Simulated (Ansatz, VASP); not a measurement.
MgO: VASP beside Ansatz

The input INCAR:

```
SYSTEM = MgO
PREC = Accurate
ENCUT = 520
EDIFF = 1E-6
ISMEAR = 0
SIGMA = 0.05
LREAL = .FALSE.
LASPH = .TRUE.
NELM = 100
ALGO = Normal
ISIF = 2
LWAVE = .FALSE.
LCHARG = .TRUE.
GGA = PS
LELF = .TRUE.
LVHAR = .TRUE.
NBANDS = 26
```

The input KPOINTS:

```
regular mesh
0
G
  9 9 4
  0 0 0
```

File POSCAR:

```
MgO
1.0
    3.2553371795      0.0000000000      0.0000000000
   -1.6276685897      2.8192046953      0.0000000000
    0.0000000000      0.0000000000     10.4149514991
Mg O
4 4
Direct
    0.3333333333      0.6666666667      0.9695963559
    0.0000000000      0.0000000000      0.2209473890
    0.0000000000      0.0000000000      0.7209473890
    0.6666666667      0.3333333333      0.4695963559
    0.3333333333      0.6666666667      0.7799156657
   -0.1597376773      0.0000000000      0.5170567142
    0.0000000000      0.0000000000      0.0295387694
    0.6666666667      0.3333333333      0.2799156657
```

Input for Ansatz:

```yaml
crystal:
  lattice:
    - [3.2553371795, 0.0, 0.0]
    - [-1.6276685897, 2.8192046953, 0.0]
    - [0.0, 0.0, 10.4149514991]
  atoms:
    - { symbol: Mg, position: [0.3333333333, 0.6666666667, 0.9695963559] }
    - { symbol: Mg, position: [0.0, 0.0, 0.220947389] }
    - { symbol: Mg, position: [0.0, 0.0, 0.720947389] }
    - { symbol: Mg, position: [0.6666666667, 0.3333333333, 0.4695963559] }
    - { symbol: O, position: [0.3333333333, 0.6666666667, 0.7799156657] }
    - { symbol: O, position: [-0.1597376773, 0.0, 0.5170567142] }
    - { symbol: O, position: [0.0, 0.0, 0.0295387694] }
    - { symbol: O, position: [0.6666666667, 0.3333333333, 0.2799156657] }
basis:
  ecutwfc: 420
kpoints:
  mp_grid: { grid: [9, 9, 4] }
hamiltonian:
  xc: pbesol
  pseudopotentials: { kind: paw, azcp: { folder: soft_1 } }
scf:
  occupations: { method: gaussian, width: 0.05 }
output:
  forces: true
  stress: true
  eigenvalues: true
```

Alike in both runs: task single point; functional PBEsol; k mesh 9 × 9 × 4; occupations gaussian, width 0.05 eV; no spin polarisation.

|  | VASP | Ansatz |
| --- | --- | --- |
| version | VASP 6.6.1 | Ansatz 0.2.0 |
| potentials or method | VASP PAW PBE potentials, release 64 (Mg, O), cutoff 520 eV | scalar-relativistic, plane waves, PAW |
| valence electrons in the cell | 32 | 64 |

|  | VASP | Ansatz | Ansatz less VASP |
| --- | --- | --- | --- |
| gap on the k mesh at the Fermi level (eV) | 3.12 | 3.12 | +0.001 |
| least direct gap on the mesh (eV) | 3.12 | 3.12 | +0.001 |
| pressure (GPa) | 8.3 | 8.0 | -0.35 |
| traceless stress, the component that is largest in VASP (GPa) | -13.70 | -12.88 | +0.814 |
| rms of the force components (eV/Å) | 3.817 | 3.611 | -0.2059 |

VASP's potentials were made for PBE, not for PBEsol, and Ansatz warns of the same on its side. Atom by atom the forces differ by 0.206 eV/Å (rms over components). The functional is the same, so the differences come from potentials, cutoffs and numerics. VASP's potentials hold 32 valence electrons a cell and Ansatz's 64, so a difference there can come from the potentials and not from the codes.
